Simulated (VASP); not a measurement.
# SiC (alt): single point with PBE

Crystal: SiC (alt).

```
C Si
1.0
     0.00000    2.19067    2.19067
     2.19067    0.00000    2.19067
     2.19067    2.19067    0.00000
C Si
1 1
Direct
  0.75000 0.75000 0.75000
  0.50000 0.50000 0.50000
```

```yaml
Program: VASP 6.6.1
Task: single point
Functional: PBE
Potentials_or_basis: VASP PAW PBE potentials, release 64 (C, Si)
Cutoff: 600 eV
k_mesh: 8 × 8 × 8
Occupations: gaussian, width 0.1 eV
Spin: no spin polarisation
Dipole_correction: no
Further_INCAR_settings: ALGO = Normal; EDIFF = 1e-06; NBANDS = 11
```

```json
{
  "Pressure": "-0.4 GPa",
  "Band gap on the k mesh": "1.37 eV, indirect (least direct gap 4.53 eV)"
}
```

Levels at points of the mesh, in eV from the valence-band top:
```tsv
k point	band 1	band 2	band 3	band 4	band 5	band 6	band 7	band 8
(0.00, 0.00, 0.00)	-15.28	0.00	0.00	0.00	6.05	7.20	7.20	7.20
(0.50, 0.00, 0.00)	-11.77	-8.45	-1.05	-1.05	5.29	7.16	7.16	9.96
(0.50, 0.50, 0.00)	-10.34	-7.74	-3.15	-3.15	1.37	4.27	13.85	13.85
```

Wall time 12 s on 1 thread of Intel(R) Xeon(R) Platinum 8375C CPU @ 2.90GHz (Ice Lake), with other jobs on the host, peak memory 0.15 GiB.

A k mesh can miss the band edges.
